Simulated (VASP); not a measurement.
# Re (P6/mmm) in VASP: further runs

Re is run at these levels: PBE; tasks: single point.

All numbers are computed with VASP 6.6.1; they aren't measurements. Logs are shortened: lines on timing, memory, paths and dates and some standing lists are left out, and cuts for length are marked.

**1. The cell of the first run**

The structure is hexagonal, space group P6/mmm (No. 191). Conventional cell: a = 4.379 Å, b = 4.379 Å, c = 2.745 Å, α = 90.00°, β = 90.00°, γ = 120.00°. Re (site symmetry -6m2) has 11 Re at 2.53 to 2.88 Å within 3.3 Å. Re (site symmetry 6/mmm) has 14 Re at 2.74 to 2.88 Å within 3.6 Å.

The cell was generated, and may not be a known phase.

**2. Single point, PBE**

Input file INCAR:

```
PREC = Accurate
ENCUT = 560
EDIFF = 1E-6
ISMEAR = 0
SIGMA = 0.1
LREAL = False
LASPH = True
NELM = 120
ALGO = Normal
ISIF = 2
LWAVE = False
LCHARG = False
GGA = PE
NBANDS = 30
GGA_COMPAT = False
```

Input file KPOINTS:

```
Automatic mesh
0
Gamma
  12 12 16
```

Input file POSCAR:

```
Re
1.0
    4.3794805920      0.0000000000      0.0000000000
   -2.1897402960      3.7927414480      0.0000000000
    0.0000000000      0.0000000000      2.7446073223
Re
3
Direct
    0.6666666667      0.3333333333      0.0000000000
    0.3333333333      0.6666666667      0.0000000000
    0.0000000000      0.0000000000      0.5000000000
```

Potentials or basis: VASP PAW PBE potentials, release 64 (Re_sv_GW).

Run with:

```bash
> cat potpaw_PBE.64/Re_sv_GW/POTCAR > POTCAR
> mpirun -np 1 vasp_std > vasp.out
```

OUTCAR:

```text
PREC = Accurate
   ENCUT = 560
   EDIFF = 1E-6
   ISMEAR = 0
   LREAL = False
   LASPH = True
   NELM = 120
   ISIF = 2
   GGA = PE

 ion  position               nearest neighbor table
   1  0.667  0.333  0.000-   2 2.53   2 2.53   2 2.53   3 2.88   3 2.88   3 2.88   3 2.88   3 2.88
                             3 2.88
   2  0.333  0.667  0.000-   1 2.53   1 2.53   1 2.53   3 2.88   3 2.88   3 2.88   3 2.88   3 2.88
                             3 2.88
   3  0.000  0.000  0.500-   1 2.88   2 2.88   1 2.88   2 2.88   2 2.88   2 2.88   1 2.88   1 2.88
                             1 2.88   1 2.88   2 2.88   2 2.88

  LATTYP: Found a hexagonal cell.
 ALAT       =     4.3794805920
 C/A-ratio  =     0.6266969940

  Lattice vectors:

 A1 = (   4.3794805920,   0.0000000000,   0.0000000000)
 A2 = (  -2.1897402960,   3.7927414480,   0.0000000000)
 A3 = (   0.0000000000,   0.0000000000,   2.7446073223)

Analysis of symmetry for initial positions (statically):
=====================================================================
 Subroutine PRICEL returns:
 Original cell was already a primitive cell.

 Routine SETGRP: Setting up the symmetry group for a
 hexagonal supercell.

 Subroutine GETGRP returns: Found 24 space group operations
 (whereof 24 operations were pure point group operations)
 out of a pool of 24 trial point group operations.

The static configuration has the point symmetry D_6h.

Analysis of symmetry for dynamics (positions and initial velocities):
=====================================================================
 Subroutine PRICEL returns:
 Original cell was already a primitive cell.

 Routine SETGRP: Setting up the symmetry group for a
 hexagonal supercell.

 Subroutine GETGRP returns: Found 24 space group operations
 (whereof 24 operations were pure point group operations)
 out of a pool of 24 trial point group operations.

The dynamic configuration has the point symmetry D_6h.

 Subroutine INISYM returns: Found 24 space group operations
 (whereof 24 operations are pure point group operations),
 and found     1 'primitive' translations

----------------------------------------------------------------------------------------

                                     Primitive cell

  volume of cell :      45.5886

  direct lattice vectors                    reciprocal lattice vectors
     4.379480592  0.000000000  0.000000000     0.228337580  0.131830763  0.000000000
    -2.189740296  3.792741448  0.000000000     0.000000000  0.263661527  0.000000000
     0.000000000  0.000000000  2.744607322     0.000000000  0.000000000  0.364350846

  length of vectors
     4.379480592  4.379480592  2.744607322     0.263661527  0.263661527  0.364350846

  position of ions in fractional coordinates (direct lattice)
     0.666666667  0.333333333  0.000000000
     0.333333333  0.666666667  0.000000000
     0.000000000  0.000000000  0.500000000

  ion indices of the primitive-cell ions
   primitive index   ion index
                 1           1
                 2           2
                 3           3

----------------------------------------------------------------------------------------

 KPOINTS: Automatic mesh

Automatic generation of k-mesh.
 Grid dimensions read from file:
 generate k-points for:   12   12   16

 Generating k-lattice:

  Cartesian coordinates                     Fractional coordinates (reciprocal lattice)
     0.019028132  0.010985897  0.000000000     0.083333333  0.000000000  0.000000000
     0.000000000  0.021971794  0.000000000     0.000000000  0.083333333  0.000000000
     0.000000000  0.000000000  0.022771928     0.000000000  0.000000000  0.062500000

  Length of vectors
     0.021971794  0.021971794  0.022771928

  Shift w.r.t. Gamma in fractional coordinates (k-lattice)
     0.000000000  0.000000000  0.000000000

 Subroutine IBZKPT returns following result:
 ===========================================

 Found    171 irreducible k-points:

 Following reciprocal coordinates:
            Coordinates               Weight
  0.000000  0.000000  0.000000      1.000000
  0.083333  0.000000  0.000000      6.000000
  0.166667  0.000000  0.000000      6.000000
  0.250000  0.000000  0.000000      6.000000
  0.333333  0.000000  0.000000      6.000000
  0.416667  0.000000  0.000000      6.000000
[... 16 lines left out ...]
  0.250000  0.000000  0.062500     12.000000
  0.333333  0.000000  0.062500     12.000000
 [... further k-points ...]
   k-points           NKPTS =    171   k-points in BZ     NKDIM =    171   number of bands    NBANDS=     30
   number of dos      NEDOS =    301   number of ions     NIONS =      3
   total plane-waves  NPLWV =  31104
   dimension x,y,z NGX =    36 NGY =   36 NGZ =   24
   dimension x,y,z NGXF=    72 NGYF=   72 NGZF=   48
   ions per type =               3
   NGX,Y,Z   is equivalent  to a cutoff of  13.67, 13.67, 14.54 a.u.
   NGXF,Y,Z  is equivalent  to a cutoff of  27.33, 27.33, 29.07 a.u.
 SYSTEM =  unknown system
   PREC   = accura    normal or accurate (medium, high low for compatibility)
   ISTART =      0    job   : 0-new  1-cont  2-samecut
   ICHARG =      2    charge: 1-file 2-atom 10-const
   ISPIN  =      1    spin polarized calculation?
   LNONCOLLINEAR =      F non collinear calculations
   LSORBIT =      F    spin-orbit coupling
   LASPH  =      T    aspherical Exc in radial PAW
   ENCUT  =  560.0 eV  41.16 Ry    6.42 a.u.   8.45  8.45  5.30*2*pi/ulx,y,z
   NELM   =    120;   NELMIN=  2; NELMDL= -5     # of ELM steps
   EDIFF  = 0.1E-05   stopping-criterion for ELM
   LREAL  =      F    real-space projection
   EDIFFG = 0.1E-04   stopping-criterion for IOM
   NSW    =      0    number of steps for IOM
   IBRION =     -1    ionic relax: 0-MD 1-quasi-New 2-CG
   NFREE  =      0    steps in history (QN), initial steepest desc. (CG)
   ISIF   =      2    stress and relaxation
   ISYM   =      2    0-nonsym 1-usesym 2-fastsym
   POTIM  = 0.5000    time-step for ionic-motion
   TEBEG  =    0.0;   TEEND  =   0.0 temperature during run
   PSTRESS=    0.0 pullay stress
   NELECT =      45.0000    total number of electrons
   NUPDOWN=      -1.0000    fix difference up-down
   EMIN   =  10.00;   EMAX   =-10.00  energy-range for DOS
   EFERMI =   0.00;   METHOD = LEGACY
   ISMEAR =     0;   SIGMA  =   0.10  broadening in eV -4-tet -1-fermi 0-gaus
   EFERMI_NEDOS =   21; number of points for ismear=-14 and -15
   IALGO  =     38    algorithm
   IMIX   =      4    mixing-type and parameters
     AMIX     =   0.40;   BMIX     =  1.00
     AMIX_MAG =   1.60;   BMIX_MAG =  1.00
  volume/ion in A,a.u.               =      15.20       102.55
  Fermi-wavevector in a.u.,A,eV,Ry     =   1.630023  3.080296 36.150325  2.656974
  Thomas-Fermi vector in A             =   2.722392
   LORBIT       =      0    0 simple, 1 ext, 2 COOP (PROOUT), +10 PAW based schemes
   GGA     = PE    functional components
   LHFCALC =     F    Hartree Fock is set to
   AEXX    =    0.0000 exact exchange contribution
   IVDW    =     0    specifies the selected vdW correction
   LEPSILON=     F    determine dielectric tensor
   LRPA    =     F    only Hartree local field effects (RPA)
 non-spin polarized calculation
 Gauss-broadening in eV      SIGMA  =   0.10
  energy-cutoff  :      560.00
  volume of cell :       45.59
 maximum number of plane-waves:      1402
 NGX is ok and might be reduce to    36
   NGX = 17   NGY = 17   NGZ = 11

 number of electron      44.9999998 magnetization

 Free energy of the ion-electron system (eV)
  ---------------------------------------------------
  ext. energy  EPLUGINS =         0.00000000
  ---------------------------------------------------
  free energy    TOTEN  =       -41.64352155 eV

  energy without entropy =      -41.63014564  energy(sigma->0) =      -41.63683359

 E-fermi :  12.5291     XC(G=0): -14.0144

 val. band max:       12.5282636089   @ k =   0.3333   0.0833   0.2500
 cond. band min:      12.5343833351   @ k =   0.2500   0.1667   0.2500
 fundamental gap:      0.0061197262
 Fermi energy:        12.5291197308

 k-point     1 :       0.0000    0.0000    0.0000
  band No.  band energies     occupation
      1     -67.3755      2.00000
      2     -67.2825      2.00000
      3     -67.1738      2.00000
      4     -29.5866      2.00000
      5     -29.5866      2.00000
      6     -29.2667      2.00000
[... 22 lines left out ...]
     29      20.5958      0.00000
     30      22.1589      0.00000

 k-point     2 :       0.0833    0.0000    0.0000
  band No.  band energies     occupation
      1     -67.3728      2.00000
      2     -67.2827      2.00000
      3     -67.1765      2.00000
      4     -29.6129      2.00000
      5     -29.5964      2.00000
      6     -29.2368      2.00000
[... 22 lines left out ...]
     29      20.6925      0.00000
     30      21.9140      0.00000

 k-point     3 :       0.1667    0.0000    0.0000
  band No.  band energies     occupation
      1     -67.3647      2.00000
      2     -67.2836      2.00000
      3     -67.1839      2.00000
      4     -29.6693      2.00000
      5     -29.6042      2.00000
      6     -29.1699      2.00000
[... 22 lines left out ...]
     29      20.1626      0.00000
     30      20.7042      0.00000

 k-point     4 :       0.2500    0.0000    0.0000
  band No.  band energies     occupation
      1     -67.3525      2.00000
      2     -67.2849      2.00000
      3     -67.1952      2.00000
      4     -29.7283      2.00000
      5     -29.5844      2.00000
      6     -29.0947      2.00000
[... 616 lines left out ...]
     29      20.2319      0.00000
     30      20.8348      0.00000

 k-point    23 :       0.2500    0.0000    0.0625
  band No.  band energies     occupation
      1     -67.3504      2.00000
      2     -67.2841      2.00000
      3     -67.1939      2.00000
      4     -29.7220      2.00000
      5     -29.5799      2.00000
      6     -29.0932      2.00000
[... 22 lines left out ...]
     29      18.9206      0.00000
     30      19.6035      0.00000

 k-point    24 :       0.3333    0.0000    0.0625
  band No.  band energies     occupation
      1     -67.3362      2.00000
      2     -67.2846      2.00000
      3     -67.2075      2.00000
      4     -29.7693      2.00000
      5     -29.5244      2.00000
      6     -29.0494      2.00000
[... 22 lines left out ...]
     29      17.6203      0.00000
     30      18.4690      0.00000

 [... further k-points ...]

------------------------ aborting loop because EDIFF is reached ----------------------------------------

  FORCE on cell =-STRESS in cart. coord.  units (eV):
  Direction    XX          YY          ZZ          XY          YZ          ZX
  --------------------------------------------------------------------------------------
  -------------------------------------------------------------------------------------
  Total       -0.4240610     -0.4240610     -0.4253621     -0.0000000     -0.0000000      0.0000000
  in kB      -14.9033149    -14.9033149    -14.9490419     -0.0000000     -0.0000000      0.0000000
  external PRESSURE =     -14.9185573 kB  Pullay stress =       0.0000000 kB

 VOLUME and BASIS-vectors are now :
 -----------------------------------------------------------------------------
  energy-cutoff  :      560.00
  volume of cell :       45.59
      direct lattice vectors                 reciprocal lattice vectors
     4.379480592  0.000000000  0.000000000     0.228337580  0.131830763  0.000000000
    -2.189740296  3.792741448  0.000000000     0.000000000  0.263661527  0.000000000
     0.000000000  0.000000000  2.744607322     0.000000000  0.000000000  0.364350846

 POSITION                                       TOTAL-FORCE (eV/Angst)
 -----------------------------------------------------------------------------------
      2.18974      1.26425      0.00000         0.000000      0.000000      0.000000
     -0.00000      2.52849      0.00000        -0.000000     -0.000000     -0.000000
      0.00000      0.00000      1.37230         0.000000      0.000000      0.000000
 -----------------------------------------------------------------------------------
    total drift:                                0.000000      0.000000      0.000000

  FREE ENERGIE OF THE ION-ELECTRON SYSTEM (eV)
  ---------------------------------------------------
  free  energy   TOTEN  =       -41.6435215492 eV

  energy  without entropy=      -41.6301456371  energy(sigma->0) =      -41.63683359
```

It took 2.9 min on 1 thread of Intel Xeon Platinum 8259CL at 2.50GHz (Skylake/Cascade Lake), shared host; peak memory 0.34 GiB.

What came out:

| Property | Result |
| --- | --- |
| Free energy | -41.6435 eV |
| Pressure | -1.5 GPa |
| Band gap on the k mesh | zero (an odd number of electrons rules out a gap without spin polarisation) |

Levels at points of the mesh, in eV from the Fermi level:
| k point | band 19 | band 20 | band 21 | band 22 | band 23 | band 24 | band 25 | band 26 |
| --- | --- | --- | --- | --- | --- | --- | --- | --- |
| (0.00, 0.00, 0.00) | -2.73 | -1.82 | -0.74 | -0.74 | 0.08 | 0.08 | 0.13 | 0.13 |
| (0.50, 0.00, 0.00) | -2.36 | -1.71 | -1.39 | 0.36 | 0.38 | 0.98 | 2.05 | 3.02 |
| (0.00, 0.00, 0.50) | -0.90 | -0.90 | -0.74 | -0.74 | 2.84 | 2.84 | 3.79 | 3.79 |
| (0.50, 0.00, 0.50) | -2.14 | -1.08 | -0.81 | -0.43 | 0.83 | 2.09 | 3.23 | 3.45 |

Caveat: spin-orbit coupling is left out, which moves the levels of the heavy elements.

**3. Single point, PBE**

Input file INCAR:

```
SYSTEM = Re
PREC     = Accurate       ! precision mode
ENCUT    = 560            ! plane-wave cutoff, eV
EDIFF    = 1E-6           ! SCF threshold, eV
ISMEAR   = 0              ! smearing method
SIGMA    = 0.1            ! smearing width, eV
LREAL    = .FALSE.        ! projectors in reciprocal space
LASPH    = .TRUE.         ! aspherical terms in the spheres
NELM     = 120            ! most SCF steps
ALGO     = Normal         ! electronic algorithm
ISIF     = 2              ! what is computed and relaxed
LWAVE    = .FALSE.        ! write WAVECAR
LCHARG   = .FALSE.        ! write CHGCAR
GGA      = PE             ! functional
NBANDS   = 30             ! bands
GGA_COMPAT= .FALSE.
```

Input file KPOINTS:

```
regular mesh
0
G
  12 12 16
  0 0 0
```

Input file POSCAR:

```
Re
1.0
    4.3794675663      0.0000000000      0.0000000000
   -2.1897337832      3.7927301675      0.0000000000
    0.0000000000      0.0000000000      2.7445154801
Re
3
Direct
    0.0000000000      0.0000000000      0.0000000000
    0.3333333333      0.6666666667      0.5000000000
    0.6666666667      0.3333333333      0.5000000000
```

Potentials or basis: VASP PAW PBE potentials, release 64 (Re_sv_GW).

Run with:

```bash
> cat potpaw_PBE.64/Re_sv_GW/POTCAR > POTCAR
> mpirun -np 1 vasp_std > vasp.out
```

Run time: 3.2 min. Hardware: 1 thread of Intel Xeon Platinum 8259CL at 2.50GHz (Skylake/Cascade Lake), shared host; peak memory 0.34 GiB.

Results (log left out):

```
Free energy            : -41.6435 eV
Pressure               : -1.5 GPa
Band gap on the k mesh : zero (an odd number of electrons rules out a gap without spin polarisation)
```

Levels at points of the mesh, in eV from the Fermi level:
```
           k point  band 20  band 21  band 22  band 23  band 24  band 25
(0.00, 0.00, 0.00)    -1.82    -0.74    -0.74     0.08     0.08     0.13
(0.50, 0.00, 0.00)    -1.71    -1.39     0.36     0.38     0.98     2.05
(0.00, 0.00, 0.50)    -0.90    -0.74    -0.74     2.84     2.84     3.79
(0.50, 0.00, 0.50)    -1.08    -0.81    -0.43     0.83     2.09     3.23
```

Caveat: spin-orbit coupling is left out, which moves the levels of the heavy elements.
